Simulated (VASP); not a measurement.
# MnO (P6_3mc) in VASP: a series of runs

MnO is run at these levels: PBEsol; tasks: electric field gradients.

Program: VASP 6.6.1. These are calculated values, not measurements. Logs are shortened: lines on timing, memory, paths and dates and some standing lists are left out, and cuts for length are marked.

## Step 1: The cell of the first run

Symmetry: P6_3mc, No. 186, hexagonal system. The conventional cell has a = 3.372 Å, b = 3.372 Å, c = 5.224 Å, α = 90.00°, β = 90.00°, γ = 120.00°. Mn (site symmetry 3m) has 4 O at 1.90 to 2.07 Å within 2.5 Å. Within 2.5 Å of O (site symmetry 3m) lie 4 Mn at 1.90 to 2.07 Å.

## Step 2: Electric field gradients, PBEsol, collinear spin, ferromagnetic start (zz strain of -3 %)

INCAR

```
PREC = Accurate
ENCUT = 520
EDIFF = 1E-8
ISMEAR = -1
SIGMA = 0.05
LREAL = False
LASPH = True
NELM = 150
ALGO = Normal
ISIF = 2
LWAVE = False
LCHARG = False
ISPIN = 2
MAGMOM = 4 4 0 0
LORBIT = 11
LMAXMIX = 4
GGA = PS
LEFG = True
NBANDS = 31
```

KPOINTS

```
Automatic mesh
0
Gamma
  14 14 8
```

POSCAR

```
MnO
1.0
    3.3717009293      0.0000000000      0.0000000000
   -1.6858504646      2.9199786587      0.0000000000
    0.0000000000      0.0000000000      5.2239350000
Mn O
2 2
Direct
    0.3333333333      0.6666666667      0.0109600000
    0.6666666667      0.3333333333      0.5109600000
    0.3333333333      0.6666666667      0.3754700000
    0.6666666667      0.3333333333      0.8754700000
```

Potentials or basis: VASP PAW PBE potentials, release 64 (Mn_pv, O).

Command:

```console
> cat potpaw_PBE.64/Mn_pv/POTCAR potpaw_PBE.64/O/POTCAR > POTCAR
> mpirun -np 1 vasp_std > vasp.out
```

OUTCAR:

```text
PREC = Accurate
   ENCUT = 520
   EDIFF = 1E-8
   ISMEAR = -1
   LREAL = False
   LASPH = True
   NELM = 150
   ISIF = 2
   ISPIN = 2
   LORBIT = 11
   GGA = PS

 ion  position               nearest neighbor table
   1  0.333  0.667  0.011-   3 1.90   4 2.07   4 2.07   4 2.07
   2  0.667  0.333  0.511-   4 1.90   3 2.07   3 2.07   3 2.07
   3  0.333  0.667  0.375-   1 1.90   2 2.07   2 2.07   2 2.07
   4  0.667  0.333  0.875-   2 1.90   1 2.07   1 2.07   1 2.07

  LATTYP: Found a hexagonal cell.
 ALAT       =     3.3717009293
 C/A-ratio  =     1.5493470831

  Lattice vectors:

 A1 = (   3.3717009293,   0.0000000000,   0.0000000000)
 A2 = (  -1.6858504646,   2.9199786587,   0.0000000000)
 A3 = (   0.0000000000,   0.0000000000,   5.2239350000)

Analysis of symmetry for initial positions (statically):
=====================================================================
 Subroutine PRICEL returns:
 Original cell was already a primitive cell.

 Routine SETGRP: Setting up the symmetry group for a
 hexagonal supercell.

 Subroutine GETGRP returns: Found 12 space group operations
 (whereof  6 operations were pure point group operations)
 out of a pool of 24 trial point group operations.

The static configuration has the point symmetry C_3v.
 The point group associated with its full space group is C_6v.

Analysis of symmetry for dynamics (positions and initial velocities):
=====================================================================
 Subroutine PRICEL returns:
 Original cell was already a primitive cell.

 Routine SETGRP: Setting up the symmetry group for a
 hexagonal supercell.

 Subroutine GETGRP returns: Found 12 space group operations
 (whereof  6 operations were pure point group operations)
 out of a pool of 24 trial point group operations.

The dynamic configuration has the point symmetry C_3v.
 The point group associated with its full space group is C_6v.

Analysis of structural, dynamic, and magnetic symmetry:
=====================================================================
 Subroutine PRICEL returns:
 Original cell was already a primitive cell.

 Routine SETGRP: Setting up the symmetry group for a
 hexagonal supercell.

 Subroutine GETGRP returns: Found 12 space group operations
 (whereof  6 operations were pure point group operations)
 out of a pool of 24 trial point group operations.

The overall configuration has the point symmetry C_3v.
 The point group associated with its full space group is C_6v.

 Subroutine INISYM returns: Found 12 space group operations
 (whereof  6 operations are pure point group operations),
 and found     1 'primitive' translations

----------------------------------------------------------------------------------------

                                     Primitive cell

  volume of cell :      51.4312

  direct lattice vectors                    reciprocal lattice vectors
     3.371700929  0.000000000  0.000000000     0.296586210  0.171234128  0.000000000
    -1.685850465  2.919978659  0.000000000     0.000000000  0.342468256  0.000000000
     0.000000000  0.000000000  5.223935000     0.000000000  0.000000000  0.191426578

  length of vectors
     3.371700929  3.371700929  5.223935000     0.342468256  0.342468256  0.191426578

  position of ions in fractional coordinates (direct lattice)
     0.333333333  0.666666667  0.010960000
     0.666666667  0.333333333  0.510960000
     0.333333333  0.666666667  0.375470000
     0.666666667  0.333333333  0.875470000

  ion indices of the primitive-cell ions
   primitive index   ion index
                 1           1
                 2           2
                 3           3
                 4           4

----------------------------------------------------------------------------------------

 KPOINTS: Automatic mesh

[... 76 lines left out ...]
   TEBEG  =    0.0;   TEEND  =   0.0 temperature during run
   PSTRESS=    0.0 pullay stress
   NELECT =      38.0000    total number of electrons
   NUPDOWN=      -1.0000    fix difference up-down
   EMIN   =  10.00;   EMAX   =-10.00  energy-range for DOS
   EFERMI =   0.00;   METHOD = LEGACY
   ISMEAR =    -1;   SIGMA  =   0.05  broadening in eV -4-tet -1-fermi 0-gaus
   EFERMI_NEDOS =   21; number of points for ismear=-14 and -15
   IALGO  =     38    algorithm
   IMIX   =      4    mixing-type and parameters
     AMIX     =   0.40;   BMIX     =  1.00
     AMIX_MAG =   1.60;   BMIX_MAG =  1.00
  volume/ion in A,a.u.               =      12.86        86.77
  Fermi-wavevector in a.u.,A,eV,Ry     =   1.479996  2.796787 29.802039  2.190388
  Thomas-Fermi vector in A             =   2.594085
   LORBIT       =     11    0 simple, 1 ext, 2 COOP (PROOUT), +10 PAW based schemes
   GGA     = PS    functional components
   LHFCALC =     F    Hartree Fock is set to
   AEXX    =    0.0000 exact exchange contribution
   IVDW    =     0    specifies the selected vdW correction
   LEPSILON=     F    determine dielectric tensor
   LRPA    =     F    only Hartree local field effects (RPA)
 spin polarized calculation
  energy-cutoff  :      520.00
  volume of cell :       51.43
 maximum number of plane-waves:      1411
 NGX is ok and might be reduce to    28
   NGX = 13   NGY = 13   NGZ = 19

 number of electron      37.9999990 magnetization      10.0524043

 number of electron      37.9999990 magnetization       9.9394372

 Free energy of the ion-electron system (eV)
  ---------------------------------------------------
  ext. energy  EPLUGINS =         0.00000000
  ---------------------------------------------------
  free energy    TOTEN  =       -34.14966222 eV

  energy without entropy =      -34.14170309  energy(sigma->0) =      -34.14568265

 E-fermi :   6.1061     XC(G=0): -10.9813

 val. band max:        6.0980878021   @ k =   0.3571   0.0000   0.0000
 cond. band min:       6.1063533330   @ k =   0.0000   0.0000   0.1250
 fundamental gap:      0.0082655309
 Fermi energy:         6.1061299148

 spin component 1

 k-point     1 :       0.0000    0.0000    0.0000
  band No.  band energies     occupation
      1     -44.3820      1.00000
      2     -44.3723      1.00000
      3     -44.3723      1.00000
      4     -44.3640      1.00000
      5     -44.3640      1.00000
      6     -44.3336      1.00000
[... 805 lines left out ...]
     30      15.8700      0.00000
     31      16.0649      0.00000

 [... further k-points ...]

 spin component 2

 k-point     1 :       0.0000    0.0000    0.0000
  band No.  band energies     occupation
      1     -39.7905      1.00000
      2     -39.7341      1.00000
      3     -39.7341      1.00000
      4     -39.7263      1.00000
      5     -39.7235      1.00000
      6     -39.7235      1.00000
[... 805 lines left out ...]
     30      17.6558      0.00000
     31      17.9180      0.00000

 [... further k-points ...]
[... 5 lines left out ...]
  --------------------------------------------------------------------------------------
  -------------------------------------------------------------------------------------
  Total        0.3127086      0.3127086      5.3267601      0.0000000      0.0000000      0.0000000
  in kB        9.7414583      9.7414583    165.9385289      0.0000000      0.0000000      0.0000000
  external PRESSURE =      61.8071485 kB  Pullay stress =       0.0000000 kB

 VOLUME and BASIS-vectors are now :
 -----------------------------------------------------------------------------
  energy-cutoff  :      520.00
  volume of cell :       51.43
      direct lattice vectors                 reciprocal lattice vectors
     3.371700929  0.000000000  0.000000000     0.296586210  0.171234128  0.000000000
    -1.685850465  2.919978659  0.000000000     0.000000000  0.342468256  0.000000000
     0.000000000  0.000000000  5.223935000     0.000000000  0.000000000  0.191426578

 POSITION                                       TOTAL-FORCE (eV/Angst)
 -----------------------------------------------------------------------------------
     -0.00000      1.94665      0.05725         0.000000     -0.000000     -1.128588
      1.68585      0.97333      2.66922        -0.000000      0.000000     -1.128588
     -0.00000      1.94665      1.96143         0.000000     -0.000000      1.128588
      1.68585      0.97333      4.57340        -0.000000      0.000000      1.128588
 -----------------------------------------------------------------------------------
    total drift:                               -0.000001     -0.000000     -0.001655

  FREE ENERGIE OF THE ION-ELECTRON SYSTEM (eV)
  ---------------------------------------------------
  free  energy   TOTEN  =       -34.1496622161 eV

  energy  without entropy=      -34.1417030908  energy(sigma->0) =      -34.14568265

 Electric field gradients (V/A^2)
---------------------------------------------------------------------
 ion       V_xx      V_yy      V_zz      V_xy      V_xz      V_yz
---------------------------------------------------------------------
   1      18.381    18.384   -36.765     0.003     0.000    -0.000
   2      18.381    18.384   -36.765     0.003    -0.000     0.000
   3       1.359     1.361    -2.720     0.001    -0.000     0.000
   4       1.359     1.361    -2.720     0.001     0.000    -0.000
---------------------------------------------------------------------

 Electric field gradients after diagonalization (V/A^2)
 (convention: |V_zz| > |V_xx| > |V_yy|)
----------------------------------------------------------------------
 ion       V_xx      V_yy      V_zz     asymmetry (V_yy - V_xx)/ V_zz
----------------------------------------------------------------------
   1      18.386    18.379   -36.765       0.000
   2      18.386    18.379   -36.765       0.000
   3       1.362     1.358    -2.720       0.001
   4       1.362     1.358    -2.720       0.001
----------------------------------------------------------------------

           NMR quadrupolar parameters

 Cq : quadrupolar parameter    Cq=e*Q*V_zz/h
 eta: asymmetry parameters     (V_yy - V_xx)/ V_zz
 Q  : nuclear electric quadrupole moment in mb (millibarn)
----------------------------------------------------------------------
 ion       Cq(MHz)       eta       Q (mb)
----------------------------------------------------------------------
   1      -0.089       0.000       1.000
   2      -0.089       0.000       1.000
   3      -0.007       0.001       1.000
   4      -0.007       0.001       1.000
----------------------------------------------------------------------

 total charge

# of ion       s       p       d       tot
------------------------------------------
    1        0.253   6.252   4.974  11.479
    2        0.253   6.252   4.974  11.479
    3        1.552   3.457   0.000   5.010
    4        1.552   3.457   0.000   5.010
--------------------------------------------------
tot          3.612  19.419   9.947  32.978

 magnetization (x)

# of ion       s       p       d       tot
------------------------------------------
    1        0.038   0.067   4.263   4.369
    2        0.038   0.067   4.263   4.369
    3        0.020   0.187   0.000   0.207
    4        0.020   0.187   0.000   0.207
--------------------------------------------------
tot          0.117   0.508   8.527   9.152
```

It took 6.1 min on 1 thread of Intel Xeon Platinum 8488C (Sapphire Rapids), shared host; peak memory 0.38 GiB.

Results:

```yaml
Free_energy: -34.1497 eV
Pressure: 6.2 GPa
Largest_force: 1.129 eV/Å
Net_moment: 9.94 μB per cell
Site_moments: Mn +4.37; O +0.21 μB
Valence_electrons_inside_the_program's_atomic_spheres: Mn 11.48; O 5.01
```

Forces on the atoms (eV/Å):
```
Mn   0.000  0.000 -1.129
Mn   0.000  0.000 -1.129
O    0.000  0.000  1.129
O    0.000  0.000  1.129
```

Levels at points of the mesh, in eV from the Fermi level:
Spin up:
```tsv
k point	band 22	band 23	band 24	band 25	band 26	band 27
(0.00, 0.00, 0.00)	-1.12	0.05	0.05	0.19	3.63	5.93
(0.50, 0.00, 0.00)	-1.82	-0.75	-0.71	3.84	4.16	5.96
(0.00, 0.00, 0.50)	-0.57	-0.57	-0.57	1.28	1.28	8.68
(0.50, 0.00, 0.50)	-1.33	-1.11	-1.11	3.83	3.83	6.11
```
Spin down:
```tsv
k point	band 12	band 13	band 14	band 15	band 16	band 17
(0.00, 0.00, 0.00)	-5.19	-4.97	-4.97	-0.16	0.78	0.78
(0.50, 0.00, 0.00)	-5.13	-5.09	-4.89	0.27	0.27	1.13
(0.00, 0.00, 0.50)	-5.10	-5.10	-5.10	1.34	1.34	1.34
(0.50, 0.00, 0.50)	-5.16	-5.00	-5.00	0.83	0.83	1.46
```

Electric field gradients, principal values (V/Å²):
```tsv
atom	least	middle	greatest (by size)
1 Mn	18.379	18.386	-36.765
2 Mn	18.379	18.386	-36.765
3 O	1.358	1.362	-2.720
4 O	1.358	1.362	-2.720
```

Caveat: the cell differs from its parent crystal (zz strain of -3 %); without QUAD_EFG the Cq values of the log hold for a quadrupole moment of 1 mb, not for the nuclei; the PAW data sets were made with another functional, which shifts forces and pressure a little; semilocal functionals often make such compounds metallic where correlation or magnetic order opens a gap, which also shifts bond lengths; only a ferromagnetic start was run, and an antiferromagnetic order may lie lower in energy.

[end of part 1 of 2]
